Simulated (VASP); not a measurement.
# Co (P6_3/mmc) in VASP: relaxation of cell and atoms with PBE+D3(BJ)

Aim: the relaxation of cell and atoms of Co with PBE+D3(BJ).

All numbers are computed with VASP 6.6.1; they aren't measurements. Logs are shortened: lines on timing, memory, paths and dates and some standing lists are left out, and cuts for length are marked.

## Step 1: The cell of the first run

It takes space group P6_3/mmc (No. 194, hexagonal). The conventional cell has a = 2.492 Å, b = 2.492 Å, c = 4.034 Å, α = 90.00°, β = 90.00°, γ = 120.00°. Within 3.3 Å of Co (site symmetry -6m2) lie 12 Co at 2.48 to 2.49 Å.

## Step 2: Relaxation of cell and atoms, PBE+D3(BJ), collinear spin, ferromagnetic start

Input file INCAR:

```
SYSTEM = Co
ALGO = Fast
EDIFF = 1E-6
EDIFFG = -0.005
ENCUT = 600
GGA = PE
IBRION = 2
ISIF = 3
ISMEAR = 0
ISPIN = 2
IVDW = 12
LASPH = .True.
LCHARG = .False.
LMAXMIX = 4
LORBIT = 11
LREAL = .False.
LWAVE = .False.
MAGMOM = 1.84 1.84
NELM = 150
NSW = 70
PREC = Accurate
SIGMA = 0.1
```

Input file KPOINTS:

```
k-points
0
Gamma
  18 18 10
  0 0 0
```

Input file POSCAR:

```
Co
1.0
    2.4922744508      0.0000000000      0.0000000000
   -1.2461372254      2.1583729876      0.0000000000
    0.0000000000      0.0000000000      4.0336831007
Co
2
Direct
    0.3333333333      0.6666666667      0.2500000000
    0.6666666667      0.3333333333      0.7500000000
```

Potentials or basis: VASP PAW PBE potentials, release 64 (Co).

Command:

```sh
> cat potpaw_PBE.64/Co/POTCAR > POTCAR
> mpirun -np 1 vasp_std > vasp.out
```

OUTCAR:

```text
SYSTEM = Co
   EDIFF = 1E-6
   EDIFFG = -0.005
   ENCUT = 600
   GGA = PE
   IBRION = 2
   ISIF = 3
   ISMEAR = 0
   ISPIN = 2
   IVDW = 12
   LASPH = .True.
   LORBIT = 11
   LREAL = .False.
   NELM = 150
   NSW = 70
   PREC = Accurate
 IVDW          = 12

 ion  position               nearest neighbor table
   1  0.333  0.667  0.250-   2 2.48   2 2.48   2 2.48   2 2.48   2 2.48   2 2.48
   2  0.667  0.333  0.750-   1 2.48   1 2.48   1 2.48   1 2.48   1 2.48   1 2.48

  LATTYP: Found a hexagonal cell.
 ALAT       =     2.4922744508
 C/A-ratio  =     1.6184746826

  Lattice vectors:

 A1 = (   2.4922744508,   0.0000000000,   0.0000000000)
 A2 = (  -1.2461372254,   2.1583729876,   0.0000000000)
 A3 = (   0.0000000000,   0.0000000000,   4.0336831007)

Analysis of symmetry for initial positions (statically):
=====================================================================
 Subroutine PRICEL returns:
 Original cell was already a primitive cell.

 Routine SETGRP: Setting up the symmetry group for a
 hexagonal supercell.

 Subroutine GETGRP returns: Found 24 space group operations
 (whereof 12 operations were pure point group operations)
 out of a pool of 24 trial point group operations.

The static configuration has the point symmetry D_3d.
 The point group associated with its full space group is D_6h.

Analysis of symmetry for dynamics (positions and initial velocities):
=====================================================================
 Subroutine PRICEL returns:
 Original cell was already a primitive cell.

 Routine SETGRP: Setting up the symmetry group for a
 hexagonal supercell.

 Subroutine GETGRP returns: Found 24 space group operations
 (whereof 12 operations were pure point group operations)
 out of a pool of 24 trial point group operations.

The dynamic configuration has the point symmetry D_3d.
 The point group associated with its full space group is D_6h.

Analysis of structural, dynamic, and magnetic symmetry:
=====================================================================
 Subroutine PRICEL returns:
 Original cell was already a primitive cell.

 Routine SETGRP: Setting up the symmetry group for a
 hexagonal supercell.

 Subroutine GETGRP returns: Found 24 space group operations
 (whereof 12 operations were pure point group operations)
 out of a pool of 24 trial point group operations.

The overall configuration has the point symmetry D_3d.
 The point group associated with its full space group is D_6h.

 Subroutine INISYM returns: Found 24 space group operations
 (whereof 12 operations are pure point group operations),
 and found     1 'primitive' translations

----------------------------------------------------------------------------------------

                                     Primitive cell

  volume of cell :      21.6982

  direct lattice vectors                    reciprocal lattice vectors
     2.492274451  0.000000000  0.000000000     0.401239919  0.231655976  0.000000000
    -1.246137225  2.158372988  0.000000000     0.000000000  0.463311951  0.000000000
     0.000000000  0.000000000  4.033683101     0.000000000  0.000000000  0.247912386

  length of vectors
     2.492274451  2.492274451  4.033683101     0.463311951  0.463311951  0.247912386

  position of ions in fractional coordinates (direct lattice)
     0.333333333  0.666666667  0.250000000
     0.666666667  0.333333333  0.750000000

  ion indices of the primitive-cell ions
   primitive index   ion index
                 1           1
                 2           2

----------------------------------------------------------------------------------------

 KPOINTS: k-points

Automatic generation of k-mesh.
 Grid dimensions read from file:
 generate k-points for:   18   18   10

 Generating k-lattice:

  Cartesian coordinates                     Fractional coordinates (reciprocal lattice)
     0.022291107  0.012869776  0.000000000     0.055555556  0.000000000  0.000000000
     0.000000000  0.025739553  0.000000000     0.000000000  0.055555556  0.000000000
     0.000000000  0.000000000  0.024791239     0.000000000  0.000000000  0.100000000

  Length of vectors
     0.025739553  0.025739553  0.024791239

  Shift w.r.t. Gamma in fractional coordinates (k-lattice)
     0.000000000  0.000000000  0.000000000

 Subroutine IBZKPT returns following result:
 ===========================================

 Found    222 irreducible k-points:

 Following reciprocal coordinates:
            Coordinates               Weight
  0.000000  0.000000  0.000000      1.000000
  0.055556  0.000000  0.000000      6.000000
  0.111111  0.000000  0.000000      6.000000
  0.166667 -0.000000  0.000000      6.000000
  0.222222  0.000000  0.000000      6.000000
  0.277778  0.000000  0.000000      6.000000
[... 16 lines left out ...]
  0.333333  0.111111  0.000000     12.000000
  0.388889  0.111111  0.000000     12.000000
 [... further k-points ...]
   k-points           NKPTS =    222   k-points in BZ     NKDIM =    222   number of bands    NBANDS=     15
   number of dos      NEDOS =    301   number of ions     NIONS =      2
   total plane-waves  NPLWV =  12800
   dimension x,y,z NGX =    20 NGY =   20 NGZ =   32
   dimension x,y,z NGXF=    40 NGYF=   40 NGZF=   64
   ions per type =               2
   NGX,Y,Z   is equivalent  to a cutoff of  13.34, 13.34, 13.19 a.u.
   NGXF,Y,Z  is equivalent  to a cutoff of  26.68, 26.68, 26.38 a.u.
 SYSTEM =  Co
   PREC   = accura    normal or accurate (medium, high low for compatibility)
   ISTART =      0    job   : 0-new  1-cont  2-samecut
   ICHARG =      2    charge: 1-file 2-atom 10-const
   ISPIN  =      2    spin polarized calculation?
   LNONCOLLINEAR =      F non collinear calculations
   LSORBIT =      F    spin-orbit coupling
   LASPH  =      T    aspherical Exc in radial PAW
   ENCUT  =  600.0 eV  44.10 Ry    6.64 a.u.   4.98  4.98  8.06*2*pi/ulx,y,z
   NELM   =    150;   NELMIN=  2; NELMDL= -5     # of ELM steps
   EDIFF  = 0.1E-05   stopping-criterion for ELM
   LREAL  =      F    real-space projection
   EDIFFG = -.5E-02   stopping-criterion for IOM
   NSW    =     70    number of steps for IOM
   IBRION =      2    ionic relax: 0-MD 1-quasi-New 2-CG
   NFREE  =      1    steps in history (QN), initial steepest desc. (CG)
   ISIF   =      3    stress and relaxation
   ISYM   =      2    0-nonsym 1-usesym 2-fastsym
   POTIM  = 0.5000    time-step for ionic-motion
   TEBEG  =    0.0;   TEEND  =   0.0 temperature during run
   PSTRESS=    0.0 pullay stress
   NELECT =      18.0000    total number of electrons
   NUPDOWN=      -1.0000    fix difference up-down
   EMIN   =  10.00;   EMAX   =-10.00  energy-range for DOS
   EFERMI =   0.00;   METHOD = LEGACY
   ISMEAR =     0;   SIGMA  =   0.10  broadening in eV -4-tet -1-fermi 0-gaus
   EFERMI_NEDOS =   21; number of points for ismear=-14 and -15
   IALGO  =     68    algorithm
   IMIX   =      4    mixing-type and parameters
     AMIX     =   0.40;   BMIX     =  1.00
     AMIX_MAG =   1.60;   BMIX_MAG =  1.00
  volume/ion in A,a.u.               =      10.85        73.21
  Fermi-wavevector in a.u.,A,eV,Ry     =   1.538241  2.906853 32.193892  2.366184
  Thomas-Fermi vector in A             =   2.644637
   LORBIT       =     11    0 simple, 1 ext, 2 COOP (PROOUT), +10 PAW based schemes
   GGA     = PE    functional components
   LHFCALC =     F    Hartree Fock is set to
   AEXX    =    0.0000 exact exchange contribution
   IVDW    =    12    specifies the selected vdW correction
   LEPSILON=     F    determine dielectric tensor
   LRPA    =     F    only Hartree local field effects (RPA)
 conjugate gradient relaxation of ions
 spin polarized calculation
 RMM-DIIS sequential band-by-band and
 Gauss-broadening in eV      SIGMA  =   0.10
  energy-cutoff  :      600.00
  volume of cell :       21.70
 maximum number of plane-waves:       756
 NGX is ok and might be reduce to    20
   NGX =  9   NGY =  9   NGZ = 17

--------------------------------------- Ionic step        1  -------------------------------------------

 number of electron      17.9999994 magnetization       3.1882298

 Free energy of the ion-electron system (eV)
  ---------------------------------------------------
  ext. energy  EPLUGINS =         0.00000000
  ---------------------------------------------------
  free energy    TOTEN  =       -14.07560141 eV

  energy without entropy =      -14.06717179  energy(sigma->0) =      -14.07138660

------------------------ aborting loop because EDIFF is reached ----------------------------------------

 Edisp (eV)   -0.83382

 E8    (eV) :    -0.3658
[... 311 lines left out ...]
--------------------------------------- Ionic step        9  -------------------------------------------

 number of electron      17.9999998 magnetization       3.1552674

 Free energy of the ion-electron system (eV)
  ---------------------------------------------------
  ext. energy  EPLUGINS =         0.00000000
  ---------------------------------------------------
  free energy    TOTEN  =       -14.06308986 eV

  energy without entropy =      -14.05457019  energy(sigma->0) =      -14.05883003

 E-fermi :  10.7199     XC(G=0): -13.5980

 val. band max:       10.7104622388   @ k =   0.1111   0.0556   0.2000
 cond. band min:      10.7269064039   @ k =   0.2222   0.1667   0.4000
 fundamental gap:      0.0164441651
 Fermi energy:        10.7198725928

 spin component 1

 k-point     1 :       0.0000    0.0000    0.0000
  band No.  band energies     occupation
      1       1.6293      1.00000
      2       5.4496      1.00000
      3       8.0809      1.00000
      4       8.0975      1.00000
      5       8.0975      1.00000
      6       8.4276      1.00000
      7       8.4276      1.00000
      8       8.7892      1.00000
      9       8.7892      1.00000
     10       9.9478      1.00000
     11       9.9478      1.00000
     12      10.6478      0.84580
     13      17.3937      0.00000
     14      32.9784      0.00000
[... 401 lines left out ...]
      2       6.1018      1.00000
      3       6.2191      1.00000
      4       7.7410      1.00000
      5       7.8657      1.00000
      6       8.1732      1.00000
      7       8.5214      1.00000
      8       9.9299      1.00000
      9      10.1029      1.00000
     10      10.1182      1.00000
     11      11.9067      0.00000
     12      15.4989      0.00000
     13      20.3777      0.00000
     14      21.2156      0.00000
     15      23.4796      0.00000

 [... further k-points ...]

 spin component 2

 k-point     1 :       0.0000    0.0000    0.0000
  band No.  band energies     occupation
      1       1.6245      1.00000
      2       6.3725      1.00000
      3       9.6820      1.00000
      4       9.7031      1.00000
      5       9.7031      1.00000
      6      10.0876      1.00000
      7      10.0876      1.00000
      8      10.5264      0.99690
      9      10.5264      0.99690
     10      10.5871      0.96976
     11      11.8028      0.00000
     12      11.8028      0.00000
     13      18.3928      0.00000
     14      32.7002      0.00000
[... 401 lines left out ...]
      2       7.2773      1.00000
      3       7.4216      1.00000
      4       8.5394      1.00000
      5       9.4323      1.00000
      6       9.6543      1.00000
      7      10.0657      1.00000
      8      11.7344      0.00000
      9      11.9404      0.00000
     10      11.9995      0.00000
     11      13.2217      0.00000
     12      16.3208      0.00000
     13      20.8801      0.00000
     14      21.6539      0.00000
     15      23.7907      0.00000

 [... further k-points ...]

------------------------ aborting loop because EDIFF is reached ----------------------------------------

 Edisp (eV)   -0.86258

 E8    (eV) :    -0.3786
[... 25 lines left out ...]
  FREE ENERGIE OF THE ION-ELECTRON SYSTEM (eV)
  ---------------------------------------------------
  free  energy   TOTEN  =       -14.9256669489 eV

  energy  without entropy=      -14.9171472808  energy(sigma->0) =      -14.92140711

 reached required accuracy - stopping structural energy minimisation

 total charge

# of ion       s       p       d       tot
------------------------------------------
    1        0.502   0.550   7.287   8.339
    2        0.502   0.550   7.287   8.339
--------------------------------------------------
tot          1.005   1.100  14.573  16.678

 magnetization (x)

# of ion       s       p       d       tot
------------------------------------------
    1       -0.016  -0.056   1.664   1.592
    2       -0.016  -0.056   1.664   1.592
--------------------------------------------------
tot         -0.031  -0.113   3.327   3.184
```

Wall time 6.4 min (1 thread of Intel Xeon Platinum 8375C at 2.90GHz (Ice Lake), shared host); peak memory 0.27 GiB.

Results:

| Quantity | Value |
| --- | --- |
| Free energy | -14.9257 eV |
| Relaxed volume | 10.50 Å³/atom |
| Relaxed cell | a = 2.466 Å, b = 2.466 Å, c = 3.986 Å, α = 90.00°, β = 90.00°, γ = 120.00° |
| Space group after relaxing (to 0.05 Å) | P6_3/mmc (No. 194) |
| Energy gained by relaxing | 8.1 meV/atom |
| Ionic steps | 9 |
| Pressure after relaxing | -0.1 GPa |
| Net moment | 3.16 μB per cell |
| Site moments | Co +1.59 μB |
| Valence electrons inside the program's atomic spheres | Co 8.34 |
| Dispersion energy per atom | -0.431 eV |

The path:
```
step  energy change (eV)  largest force (eV/Å)  pressure (GPa)  volume (Å³)
   1              0.0000                0.0000           -7.15        21.70
   2              0.0066                0.0000            9.79        20.21
   3             -0.0162                0.0000           -0.13        21.00
   4             -0.0162                0.0000            0.20        20.98
   5             -0.0162                0.0000           -0.11        21.02
   6             -0.0162                0.0000           -0.19        21.01
   7             -0.0162                0.0000            0.01        21.00
   8             -0.0162                0.0000           -0.07        21.00
   9             -0.0162                0.0000           -0.05        21.00
```

Final structure:
```xyz
2
Lattice="2.4663 0.0000 0.0000 -1.2332 2.1359 0.0000 0.0000 0.0000 3.9860" Properties=species:S:1:pos:R:3 pbc="T T T"
Co    0.0000    1.4239    0.9965
Co    1.2332    0.7120    2.9895
```

Caveat: pairwise dispersion overbinds metals, which lowers pressure and volume.
